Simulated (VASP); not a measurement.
The system is HgTe.

```
Hg Te
1.0
    -3.04560    3.04560    1.55941
     3.04560   -3.04560    1.55941
     3.04560    3.04560   -1.55941
Hg Te
1 1
Cartesian
  0.0000 3.0456 0.7797
  0.0000 0.0000 0.0000
```

```yaml
Program: VASP 6.6.1
Task: relaxation of cell and atoms
Functional: PBEsol
Potentials_or_basis: VASP PAW PBE potentials, release 64 (Hg, Te)
Cutoff: 600 eV
k_mesh: 10 × 10 × 10
Occupations: fermi-dirac, width 0.05 eV
Spin: no spin polarisation
```

At the start: pressure -3.2 GPa; volume 28.93 Å³/atom.

Problem. Where does the relaxation end?

Solution. Over 10 steps the energy falls by 52.0 meV/atom and the volume is 26.68 Å³/atom (-7.8 %); space group I-4m2 (No. 119, to 0.05 Å).

Step by step:
| step | energy change (eV) | largest force (eV/Å) | pressure (GPa) | volume (Å³) |
| --- | --- | --- | --- | --- |
| 1 | 0.0000 | 0.0000 | -3.18 | 57.86 |
| 2 | -0.0858 | 0.0000 | 0.34 | 53.15 |
| 3 | -0.0876 | 0.0000 | 1.06 | 52.48 |
| 4 | -0.1025 | 0.0000 | 0.69 | 52.77 |
| 5 | -0.1025 | 0.0000 | 0.70 | 52.76 |
| 6 | -0.1037 | 0.0000 | -0.26 | 53.65 |
| 7 | -0.1039 | 0.0000 | -0.06 | 53.38 |
| 8 | -0.1039 | 0.0000 | 0.05 | 53.33 |
| 9 | -0.1039 | 0.0000 | 0.05 | 53.35 |
| 10 | -0.1039 | 0.0000 | 0.03 | 53.37 |

Final structure:
```
Hg Te
1.0
    -2.88870    2.88870    1.59885
     2.88870   -2.88870    1.59885
     2.88870    2.88870   -1.59885
Hg Te
1 1
Direct
  0.75000 0.25000 0.50000
  0.00000 0.00000 0.00000
```

Caveat: the PAW data sets were made with another functional, which shifts forces and pressure a little.
